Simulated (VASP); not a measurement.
# Al3Cu2 (P-3m1) in VASP: a series of runs

Al3Cu2 is run at these levels: r2SCAN; tasks: single point.

Everything below comes from runs of VASP 6.6.1. Logs are shortened: lines on timing, memory, paths and dates and some standing lists are left out, and cuts for length are marked.

### Step 1. The cell of the first run

Symmetry: P-3m1, No. 164, trigonal system. Conventional cell: a = 4.102 Å, b = 4.102 Å, c = 4.790 Å, α = 90.00°, β = 90.00°, γ = 120.00°. Within 3.3 Å of Al (site symmetry -3m) lie 6 Cu at 2.49 Å and 6 Al at 2.90 Å. Within 3.1 Å of Al (site symmetry 3m) lie 5 Cu at 2.35 to 2.54 Å and 6 Al at 2.77 to 2.90 Å. Within 3.1 Å of Cu (site symmetry 3m) lie 8 Al at 2.35 to 2.54 Å and 3 Cu at 2.82 Å.

### Step 2. Single point, r2SCAN (strain +0.000 along x and y, -0.040 along z)

POSCAR reads:

```
Al3Cu2
1.0
    4.1018117833      0.0000000000      0.0000000000
   -2.0509058917      3.5522732059      0.0000000000
    0.0000000000      0.0000000000      4.7902669367
Al Cu
3 2
Direct
    0.0000000000      0.0000000000      0.0000000000
    0.3333333333      0.6666666667      0.3501725384
    0.6666666667      0.3333333333      0.6498274616
    0.3333333333      0.6666666667      0.8401683181
    0.6666666667      0.3333333333      0.1598316819
```

INCAR.step1 reads:

```
SYSTEM = Al3Cu2
PREC = Accurate
ENCUT = 520
ISMEAR = 0
SIGMA = 0.15
LREAL = .False.
LASPH = .True.
NELM = 60
NBANDS = 24
GGA = PE
ALGO = Normal
EDIFF = 1E-4
LWAVE = .True.
LCHARG = .False.
```

INCAR.step2 reads:

```
SYSTEM = Al3Cu2
PREC = Accurate
ENCUT = 520
EDIFF = 1E-7
ISMEAR = 0
SIGMA = 0.15
LREAL = .False.
LASPH = .True.
NELM = 60
ALGO = Normal
ISIF = 2
LWAVE = .False.
LCHARG = .False.
METAGGA = R2SCAN
LMIXTAU = .True.
NBANDS = 24
ISTART = 1
```

KPOINTS reads:

```
regular mesh
0
Gamma
  12 12 10
  0 0 0
```

Potentials or basis: VASP PAW PBE potentials, release 64 (Al, Cu).

On the command line:

```bash
$ cat potpaw_PBE.64/Al/POTCAR potpaw_PBE.64/Cu/POTCAR > POTCAR
$ cp INCAR.step1 INCAR
$ mpirun -np 1 vasp_std > vasp.out
$ cp INCAR.step2 INCAR
$ mpirun -np 1 vasp_std > vasp.out
```

OUTCAR:

```text
SYSTEM = Al3Cu2
   PREC = Accurate
   ENCUT = 520
   EDIFF = 1E-7
   ISMEAR = 0
   LREAL = .False.
   LASPH = .True.
   NELM = 60
   ISIF = 2
   METAGGA = R2SCAN
   ISTART = 1

 ion  position               nearest neighbor table
   1  0.000  0.000  0.000-   4 2.49   5 2.49   5 2.49   4 2.49   5 2.49   4 2.49   2 2.90   3 2.90
                             2 2.90   3 2.90   3 2.90   2 2.90
   2  0.333  0.667  0.350-   4 2.35   4 2.44   5 2.54   5 2.54   5 2.54   3 2.77   3 2.77   3 2.77
                             1 2.90   1 2.90   1 2.90
   3  0.667  0.333  0.650-   5 2.35   5 2.44   4 2.54   4 2.54   4 2.54   2 2.77   2 2.77   2 2.77
                             1 2.90   1 2.90   1 2.90
   4  0.333  0.667  0.840-   2 2.35   2 2.44   1 2.49   1 2.49   1 2.49   3 2.54   3 2.54   3 2.54

   5  0.667  0.333  0.160-   3 2.35   3 2.44   1 2.49   1 2.49   1 2.49   2 2.54   2 2.54   2 2.54

  LATTYP: Found a hexagonal cell.
 ALAT       =     4.1018117833
 C/A-ratio  =     1.1678417221

  Lattice vectors:

 A1 = (   4.1018117833,   0.0000000000,   0.0000000000)
 A2 = (  -2.0509058917,   3.5522732059,   0.0000000000)
 A3 = (   0.0000000000,   0.0000000000,   4.7902669367)

Analysis of symmetry for initial positions (statically):
=====================================================================
 Subroutine PRICEL returns:
 Original cell was already a primitive cell.

 Routine SETGRP: Setting up the symmetry group for a
 hexagonal supercell.

 Subroutine GETGRP returns: Found 12 space group operations
 (whereof 12 operations were pure point group operations)
 out of a pool of 24 trial point group operations.

The static configuration has the point symmetry D_3d.

Analysis of symmetry for dynamics (positions and initial velocities):
=====================================================================
 Subroutine PRICEL returns:
 Original cell was already a primitive cell.

 Routine SETGRP: Setting up the symmetry group for a
 hexagonal supercell.

 Subroutine GETGRP returns: Found 12 space group operations
 (whereof 12 operations were pure point group operations)
 out of a pool of 24 trial point group operations.

The dynamic configuration has the point symmetry D_3d.

 Subroutine INISYM returns: Found 12 space group operations
 (whereof 12 operations are pure point group operations),
 and found     1 'primitive' translations

----------------------------------------------------------------------------------------

                                     Primitive cell

  volume of cell :      69.7978

  direct lattice vectors                    reciprocal lattice vectors
     4.101811783  0.000000000  0.000000000     0.243794707  0.140754939  0.000000000
    -2.050905892  3.552273206  0.000000000     0.000000000  0.281509879  0.000000000
     0.000000000  0.000000000  4.790266937     0.000000000  0.000000000  0.208756634

  length of vectors
     4.101811783  4.101811783  4.790266937     0.281509879  0.281509879  0.208756634

  position of ions in fractional coordinates (direct lattice)
     0.000000000  0.000000000  0.000000000
     0.333333333  0.666666667  0.350172538
     0.666666667  0.333333333  0.649827462
     0.333333333  0.666666667  0.840168318
     0.666666667  0.333333333  0.159831682

  ion indices of the primitive-cell ions
   primitive index   ion index
                 1           1
                 2           2
                 3           3
                 4           4
                 5           5

----------------------------------------------------------------------------------------

 KPOINTS: regular mesh

Automatic generation of k-mesh.
 Grid dimensions read from file:
 generate k-points for:   12   12   10

 Generating k-lattice:

  Cartesian coordinates                     Fractional coordinates (reciprocal lattice)
     0.020316226  0.011729578  0.000000000     0.083333333  0.000000000  0.000000000
     0.000000000  0.023459157  0.000000000     0.000000000  0.083333333  0.000000000
     0.000000000  0.000000000  0.020875663     0.000000000  0.000000000  0.100000000

  Length of vectors
     0.023459157  0.023459157  0.020875663

  Shift w.r.t. Gamma in fractional coordinates (k-lattice)
     0.000000000  0.000000000  0.000000000

 Subroutine IBZKPT returns following result:
 ===========================================

 Found    162 irreducible k-points:

 Following reciprocal coordinates:
            Coordinates               Weight
  0.000000  0.000000  0.000000      1.000000
  0.083333  0.000000  0.000000      6.000000
  0.166667  0.000000  0.000000      6.000000
  0.250000 -0.000000  0.000000      6.000000
  0.333333  0.000000  0.000000      6.000000
  0.416667 -0.000000  0.000000      6.000000
[... 16 lines left out ...]
  0.166667  0.000000  0.100000      6.000000
  0.000000  0.166667  0.100000      6.000000
 [... further k-points ...]
   k-points           NKPTS =    162   k-points in BZ     NKDIM =    162   number of bands    NBANDS=     24
   number of dos      NEDOS =    301   number of ions     NIONS =      5
   total plane-waves  NPLWV =  36864
   dimension x,y,z NGX =    32 NGY =   32 NGZ =   36
   dimension x,y,z NGXF=    64 NGYF=   64 NGZF=   72
   ions per type =               3   2
   NGX,Y,Z   is equivalent  to a cutoff of  12.97, 12.97, 12.49 a.u.
   NGXF,Y,Z  is equivalent  to a cutoff of  25.94, 25.94, 24.99 a.u.
 SYSTEM =  Al3Cu2
   PREC   = accura    normal or accurate (medium, high low for compatibility)
   ISTART =      1    job   : 0-new  1-cont  2-samecut
   ICHARG =      0    charge: 1-file 2-atom 10-const
   ISPIN  =      1    spin polarized calculation?
   LNONCOLLINEAR =      F non collinear calculations
   LSORBIT =      F    spin-orbit coupling
   LASPH  =      T    aspherical Exc in radial PAW
   ENCUT  =  520.0 eV  38.22 Ry    6.18 a.u.   7.63  7.63  8.91*2*pi/ulx,y,z
   NELM   =     60;   NELMIN=  2; NELMDL=  0     # of ELM steps
   EDIFF  = 0.1E-06   stopping-criterion for ELM
   LREAL  =      F    real-space projection
   EDIFFG = 0.1E-05   stopping-criterion for IOM
   NSW    =      0    number of steps for IOM
   IBRION =     -1    ionic relax: 0-MD 1-quasi-New 2-CG
   NFREE  =      0    steps in history (QN), initial steepest desc. (CG)
   ISIF   =      2    stress and relaxation
   ISYM   =      2    0-nonsym 1-usesym 2-fastsym
   POTIM  = 0.5000    time-step for ionic-motion
   TEBEG  =    0.0;   TEEND  =   0.0 temperature during run
   PSTRESS=    0.0 pullay stress
   NELECT =      31.0000    total number of electrons
   NUPDOWN=      -1.0000    fix difference up-down
   EMIN   =  10.00;   EMAX   =-10.00  energy-range for DOS
   EFERMI =   0.00;   METHOD = LEGACY
   ISMEAR =     0;   SIGMA  =   0.15  broadening in eV -4-tet -1-fermi 0-gaus
   EFERMI_NEDOS =   21; number of points for ismear=-14 and -15
   IALGO  =     38    algorithm
   IMIX   =      4    mixing-type and parameters
     AMIX     =   0.40;   BMIX     =  1.00
     AMIX_MAG =   1.60;   BMIX_MAG =  1.00
  volume/ion in A,a.u.               =      13.96        94.20
  Fermi-wavevector in a.u.,A,eV,Ry     =   1.249055  2.360371 21.226962  1.560138
  Thomas-Fermi vector in A             =   2.383113
   LORBIT       =      0    0 simple, 1 ext, 2 COOP (PROOUT), +10 PAW based schemes
   METAGGA = R2SCAN    functional components
   LHFCALC =     F    Hartree Fock is set to
   AEXX    =    0.0000 exact exchange contribution
   IVDW    =     0    specifies the selected vdW correction
   LEPSILON=     F    determine dielectric tensor
   LRPA    =     F    only Hartree local field effects (RPA)
 non-spin polarized calculation
 Gauss-broadening in eV      SIGMA  =   0.15
  energy-cutoff  :      520.00
  volume of cell :       69.80
 maximum number of plane-waves:      1902
 NGX is ok and might be reduce to    32
   NGX = 15   NGY = 15   NGZ = 17

 number of electron      30.9999991 magnetization

 Free energy of the ion-electron system (eV)
  ---------------------------------------------------
  ext. energy  EPLUGINS =         0.00000000
  ---------------------------------------------------
  free energy    TOTEN  =       -42.70692353 eV

  energy without entropy =      -42.69379770  energy(sigma->0) =      -42.70036062

 E-fermi :   8.7967     XC(G=0): -11.9383

 val. band max:        8.7893052894   @ k =   0.3333   0.0833   0.3000
 cond. band min:       8.8243223663   @ k =   0.5000  -0.0000   0.4000
 fundamental gap:      0.0350170769
 Fermi energy:         8.7967478000

 k-point     1 :       0.0000    0.0000    0.0000
  band No.  band energies     occupation
      1      -3.3699      2.00000
      2       1.9712      2.00000
      3       2.6151      2.00000
      4       3.0121      2.00000
      5       3.0122      2.00000
      6       3.3681      2.00000
[... 16 lines left out ...]
     23      15.1488      0.00000
     24      15.1488      0.00000

 k-point     2 :       0.0833    0.0000    0.0000
  band No.  band energies     occupation
      1      -3.2831      2.00000
      2       2.0084      2.00000
      3       2.5825      2.00000
      4       3.0392      2.00000
      5       3.0495      2.00000
      6       3.3509      2.00000
[... 16 lines left out ...]
     23      14.9087      0.00000
     24      14.9631      0.00000

 k-point     3 :       0.1667    0.0000    0.0000
  band No.  band energies     occupation
      1      -3.0241      2.00000
      2       2.1000      2.00000
      3       2.4857      2.00000
      4       3.1147      2.00000
      5       3.1179      2.00000
      6       3.3104      2.00000
[... 16 lines left out ...]
     23      14.4681      0.00000
     24      14.8660      0.00000
[... 514 lines left out ...]
 k-point    23 :       0.1667    0.0000    0.1000
  band No.  band energies     occupation
      1      -2.9586      2.00000
      2       1.7988      2.00000
      3       2.5737      2.00000
      4       3.0115      2.00000
      5       3.1050      2.00000
      6       3.3641      2.00000
[... 16 lines left out ...]
     23      14.7287      0.00000
     24      15.3222      0.00000

 k-point    24 :       0.0000    0.1667    0.1000
  band No.  band energies     occupation
      1      -2.9583      2.00000
      2       1.7898      2.00000
      3       2.5288      2.00000
      4       3.1051      2.00000
      5       3.1083      2.00000
      6       3.2941      2.00000
[... 16 lines left out ...]
     23      14.6273      0.00000
     24      15.1738      0.00000

 [... further k-points ...]

------------------------ aborting loop because EDIFF is reached ----------------------------------------

  FORCE on cell =-STRESS in cart. coord.  units (eV):
  Direction    XX          YY          ZZ          XY          YZ          ZX
  --------------------------------------------------------------------------------------
  -------------------------------------------------------------------------------------
  Total        0.7708971      0.7708971      5.7722003     -0.0000000     -0.0000000      0.0000000
  in kB       17.6955952     17.6955952    132.4982583     -0.0000000     -0.0000000      0.0000000
  external PRESSURE =      55.9631495 kB  Pullay stress =       0.0000000 kB

 VOLUME and BASIS-vectors are now :
 -----------------------------------------------------------------------------
  energy-cutoff  :      520.00
  volume of cell :       69.80
      direct lattice vectors                 reciprocal lattice vectors
     4.101811783  0.000000000  0.000000000     0.243794707  0.140754939  0.000000000
    -2.050905892  3.552273206  0.000000000     0.000000000  0.281509879  0.000000000
     0.000000000  0.000000000  4.790266937     0.000000000  0.000000000  0.208756634

 POSITION                                       TOTAL-FORCE (eV/Angst)
 -----------------------------------------------------------------------------------
      0.00000      0.00000      0.00000        -0.000000      0.000000      0.000000
     -0.00000      2.36818      1.67742        -0.000000      0.000000      0.007666
      2.05091      1.18409      3.11285         0.000000     -0.000000     -0.007666
     -0.00000      2.36818      4.02463        -0.000000      0.000000      0.186654
      2.05091      1.18409      0.76564        -0.000000     -0.000000     -0.186654
 -----------------------------------------------------------------------------------
    total drift:                                0.000000     -0.000000      0.000000

  FREE ENERGIE OF THE ION-ELECTRON SYSTEM (eV)
  ---------------------------------------------------
  free  energy   TOTEN  =       -42.7069235342 eV

  energy  without entropy=      -42.6937976976  energy(sigma->0) =      -42.70036062
```

It took 9.9 min on 1 thread of Intel Xeon 6975P-C (Granite Rapids), shared host; peak memory 0.35 GiB.

What came out:

| Property | Result |
| --- | --- |
| Free energy | -42.7069 eV |
| Pressure | 5.6 GPa |
| Largest force | 0.187 eV/Å |
| Band gap on the k mesh | zero (an odd number of electrons rules out a gap without spin polarisation) |

Forces in eV/Å, atoms in the order of the input:
```
Al   0.000  0.000  0.000
Al   0.000  0.000  0.008
Al   0.000  0.000 -0.008
Cu   0.000  0.000  0.187
Cu   0.000  0.000 -0.187
```

Stress tensor (GPa, compression positive):
```
 1.77  0.00  0.00
 0.00  1.77  0.00
 0.00  0.00 13.25
```

Levels at points of the mesh, in eV from the Fermi level:
```tsv
k point	band 13	band 14	band 15	band 16	band 17	band 18
(0.00, 0.00, 0.00)	-3.79	-0.56	-0.56	1.12	1.12	2.69
(0.50, 0.00, 0.00)	-3.61	-3.11	-2.65	-0.57	0.09	0.60
(0.00, 0.00, 0.50)	1.07	1.07	1.11	1.11	2.02	2.42
(0.50, 0.00, 0.50)	-4.41	-3.78	-2.09	-0.28	0.74	0.94
```

Caveat: the cell differs from its parent crystal (strain +0.000 along x and y, -0.040 along z); the cell stands under pressure; the PAW data sets were made with another functional, which shifts forces and pressure a little.

### Step 3. Single point, r2SCAN (strain -0.040 along x and y, +0.080 along z)

Changes to POSCAR since step 2:

```diff
@@ -2,5 +2,5 @@
 1.0
-    4.1018117833      0.0000000000      0.0000000000
-   -2.0509058917      3.5522732059      0.0000000000
-    0.0000000000      0.0000000000      4.7902669367
+    3.9377393120      0.0000000000      0.0000000000
+   -1.9688696560      3.4101822776      0.0000000000
+    0.0000000000      0.0000000000      5.3890503038
 Al Cu
```

INCAR.step1 reads:

```
SYSTEM = Al3Cu2
PREC     = Accurate       ! precision mode
ENCUT    = 520            ! plane-wave cutoff, eV
ISMEAR   = 0              ! smearing method
SIGMA    = 0.15           ! smearing width, eV
LREAL    = .FALSE.        ! projectors in reciprocal space
LASPH    = .TRUE.         ! aspherical terms in the spheres
NELM     = 100            ! most SCF steps
NBANDS   = 24             ! bands
GGA      = PE             ! functional
ALGO     = Normal         ! electronic algorithm
EDIFF    = 1E-4           ! SCF threshold, eV
LWAVE    = .TRUE.         ! write WAVECAR
LCHARG   = .FALSE.        ! write CHGCAR
```

INCAR.step2 reads:

```
SYSTEM = Al3Cu2
PREC     = Accurate       ! precision mode
ENCUT    = 520            ! plane-wave cutoff, eV
EDIFF    = 1E-6           ! SCF threshold, eV
ISMEAR   = 0              ! smearing method
SIGMA    = 0.15           ! smearing width, eV
LREAL    = .FALSE.        ! projectors in reciprocal space
LASPH    = .TRUE.         ! aspherical terms in the spheres
NELM     = 100            ! most SCF steps
ALGO     = Normal         ! electronic algorithm
ISIF     = 2              ! what is computed and relaxed
LWAVE    = .FALSE.        ! write WAVECAR
LCHARG   = .FALSE.        ! write CHGCAR
METAGGA  = R2SCAN         ! meta-GGA
LMIXTAU  = .TRUE.       
NBANDS   = 24             ! bands
ISTART   = 1
```

KPOINTS reads:

```
regular mesh
0
G
  12 12 10
  0 0 0
```

Potentials or basis: VASP PAW PBE potentials, release 64 (Al, Cu).

On the command line:

```bash
$ cat potpaw_PBE.64/Al/POTCAR potpaw_PBE.64/Cu/POTCAR > POTCAR
$ cp INCAR.step1 INCAR
$ mpirun -np 1 vasp_std > vasp.out
$ cp INCAR.step2 INCAR
$ mpirun -np 1 vasp_std > vasp.out
```

It took 11 min on 1 thread of Intel Xeon 6975P-C (Granite Rapids), shared host; peak memory 0.37 GiB.

Results (log left out):

| Quantity | Value |
| --- | --- |
| Free energy | -42.4458 eV |
| Pressure | 2.3 GPa |
| Largest force | 0.289 eV/Å |
| Band gap on the k mesh | zero (an odd number of electrons rules out a gap without spin polarisation) |

Forces in eV/Å, atoms in the order of the input:
```
Al   0.000  0.000  0.000
Al   0.000  0.000 -0.027
Al   0.000  0.000  0.027
Cu   0.000  0.000 -0.289
Cu   0.000  0.000  0.289
```

Stress tensor (GPa, compression positive):
```
  8.52   0.00   0.00
  0.00   8.52   0.00
  0.00   0.00 -10.04
```

Levels at points of the mesh, in eV from the Fermi level:
```csv
k point,band 13,band 14,band 15,band 16,band 17,band 18,band 19,band 20
"(0.00, 0.00, 0.00)",-3.80,0.72,0.72,2.30,2.30,4.20,4.62,5.76
"(0.50, 0.00, 0.00)",-3.54,-2.99,-2.53,-1.15,-0.29,1.26,2.99,3.91
"(0.00, 0.00, 0.50)",0.64,1.41,1.91,1.91,2.10,2.10,3.30,3.30
"(0.50, 0.00, 0.50)",-4.21,-3.57,-1.44,0.15,1.44,1.98,4.12,4.23
```

Caveat: the cell differs from its parent crystal (strain -0.040 along x and y, +0.080 along z); the PAW data sets were made with another functional, which shifts forces and pressure a little.
